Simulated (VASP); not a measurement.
Wanted: the native input for a VASP 6.6.1 run.

| Quantity | Value |
| --- | --- |
| Task | single point |
| Functional | LDA |
| Potentials or basis | VASP PAW LDA potentials, release 64 (Al) |
| Cutoff | 520 eV |
| k mesh | 12 × 12 × 12 |
| Occupations | fermi-dirac, width 0.08 eV |
| Spin | no spin polarisation |
| Dipole correction | no |
| Further INCAR settings | ALGO = Normal; EDIFF = 1e-06; NBANDS = 10 |

The structure of Al lies in POSCAR:

```
Al
1.0
    0.0000000000      2.4385120603      2.4385120603
    2.4385120603      0.0000000000      2.4385120603
    2.4385120603      2.4385120603      0.0000000000
Al
2
Direct
   -0.1250000000     -0.1250000000     -0.1250000000
    0.1250000000      0.1250000000      0.1250000000
```

This cell differs from its parent crystal: volume scaled by 0.55.

One way to write it, as run:

INCAR

```
  PREC = Accurate
  ENCUT = 520
  EDIFF = 1E-6
  ISMEAR = -1
  SIGMA = 0.08
  LREAL = F
  LASPH = T
  NELM = 100
  ALGO = Normal
  ISIF = 2
  LWAVE = F
  LCHARG = F
  NBANDS = 10
```

KPOINTS

```
regular mesh
0
Gamma
  12 12 12
```

Potentials or basis: VASP PAW LDA potentials, release 64 (Al).

Command:

```console
$ cat potpaw_LDA.64/Al/POTCAR > POTCAR
$ mpirun -np 1 vasp_std > vasp.out
```

It gave:

```
Pressure               : 77.4 GPa
Band gap on the k mesh : zero (band 3 reaches 11.80 eV, above the bottom of band 4 at 5.16 eV)
```

Wall time 12 s on 1 thread of Intel(R) Xeon(R) Platinum 8259CL CPU @ 2.50GHz (Skylake/Cascade Lake), with other jobs on the host, peak memory 0.14 GiB.
